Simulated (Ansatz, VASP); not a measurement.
**Ni in VASP and in Ansatz**

POSCAR

```
Ni
1.0
   -1.2730182324      1.2730182324      1.2730182324
    1.2730182324     -1.2730182324      1.2730182324
    1.2730182324      1.2730182324     -1.2730182324
Ni
1
Direct
    0.0000000000      0.0000000000      0.0000000000
```

The input INCAR.step1:

```
SYSTEM = Ni
  ALGO = Normal
  EDIFF = 1E-4
  ENCUT = 520
  GGA = PE
  ISMEAR = 0
  ISPIN = 2
  LASPH = .TRUE.
  LCHARG = .FALSE.
  LMAXMIX = 4
  LREAL = .FALSE.
  LWAVE = .TRUE.
  MAGMOM = 0.78
  NBANDS = 15
  NELM = 150
  PREC = Accurate
  SIGMA = 0.15
```

Contents of INCAR.step2:

```
SYSTEM = Ni
  ALGO = Normal
  EDIFF = 1E-6
  ENCUT = 520
  ISIF = 2
  ISMEAR = 0
  ISPIN = 2
  ISTART = 1
  LASPH = .TRUE.
  LCHARG = .FALSE.
  LMAXMIX = 4
  LMIXTAU = .TRUE.
  LORBIT = 11
  LREAL = .FALSE.
  LWAVE = .FALSE.
  MAGMOM = 0.78
  METAGGA = R2SCAN
  NBANDS = 15
  NELM = 150
  PREC = Accurate
  SIGMA = 0.15
```

File KPOINTS:

```
k-points
0
G
  24 24 24
  0 0 0
```

Input for Ansatz:

```yaml
crystal:
  lattice:
    - [-1.2730182324, 1.2730182324, 1.2730182324]
    - [1.2730182324, -1.2730182324, 1.2730182324]
    - [1.2730182324, 1.2730182324, -1.2730182324]
  atoms:
    - { symbol: Ni, position: [0.0, 0.0, 0.0], spin: 0.78 }
basis:
  ecutwfc: 500
kpoints:
  mp_grid: { grid: [24, 24, 24] }
hamiltonian:
  xc: r2scan
scf:
  occupations: { method: gaussian, width: 0.15 }
output:
  forces: true
  stress: true
  eigenvalues: true
  populations: true
magnetization:
  spin_polarized: true
```

Change from the starting cell: strain -0.080 along x and y, -0.080 along z, atoms carried along.

Alike in both runs: task single point; functional r2SCAN; k mesh 24 × 24 × 24; occupations gaussian, width 0.15 eV; collinear spin.

|  | VASP | Ansatz |
| --- | --- | --- |
| version | VASP 6.6.1 | Ansatz 0.2.0 |
| potentials or method | VASP PAW PBE potentials, release 64 (Ni), cutoff 520 eV | scalar-relativistic, plane waves, PAW |
| valence electrons in the cell | 10 | 18 |

|  | VASP | Ansatz | Ansatz less VASP |
| --- | --- | --- | --- |
| gap on the k mesh at the Fermi level (eV) | none | none | - |
| pressure (GPa) | 94.4 | 97.1 | +2.74 |
| net moment per atom (μB) | 0.00 | 0.50 | +0.497 |
| size of the moment on the site where the two differ most (μB) | 0.00 | 0.53 | +0.530 |

The net moments are unlike, so the other rows may belong to different states. VASP's potentials were made for PBE, not for r2SCAN. Site moments also hang on the region over which each program counts them. A gap of «none» marks a metal or a gap that the smearing closes. Both programs put the cell under a high pressure, so it lies far from rest at this level. VASP's potentials hold 10 valence electrons a cell and Ansatz's 18, so a difference there can come from the potentials and not from the codes. Ansatz's warnings: stability check not made.

Noted on VASP's run: the cell as given lies far from equilibrium.
